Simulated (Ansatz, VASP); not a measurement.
## Two plane-wave programs on MoS2

```
Mo S
1.0
     3.11164    0.00000    0.00000
    -1.55582    2.69476    0.00000
     0.00000    0.00000   18.66663
Mo S
3 6
Direct
  0.00000 0.00000 0.00024
  0.66667 0.33333 0.33357
  0.33333 0.66667 0.66690
  0.33333 0.66667 0.24953
  0.66667 0.33333 0.08424
  0.00000 0.00000 0.58286
  0.33333 0.66667 0.41757
  0.66667 0.33333 0.91619
  0.00000 0.00000 0.75090
```

Change from the starting cell: equal strain along all axes, cell held, atoms relaxed: -1.0 %.

Alike in both runs: functional PBEsol; k mesh 12 × 12 × 2; occupations gaussian, width 0.02 eV; no spin polarisation.

Ansatz relaxed the structure, and its values are those at the end. VASP's run is a single point on that final structure, the one shown.

|  | VASP | Ansatz |
| --- | --- | --- |
| version | VASP 6.6.1 | Ansatz 0.2.0 |
| potentials or method | VASP PAW PBE potentials, release 64 (Mo_sv, S), cutoff 520 eV | scalar-relativistic, plane waves, PAW |
| valence electrons in the cell | 78 | 78 |

|  | VASP | Ansatz | Ansatz less VASP |
| --- | --- | --- | --- |
| gap on the k mesh at the Fermi level (eV) | 0.99 | 0.97 | -0.016 |
| least direct gap on the mesh (eV) | 1.92 | 1.92 | -0.006 |
| pressure (GPa) | 2.1 | 2.1 | +0.04 |

VASP's potentials were made for PBE, not for PBEsol. The functional is the same, so the differences come from potentials, cutoffs and numerics. Ansatz's warnings: stress scf threshold loose.
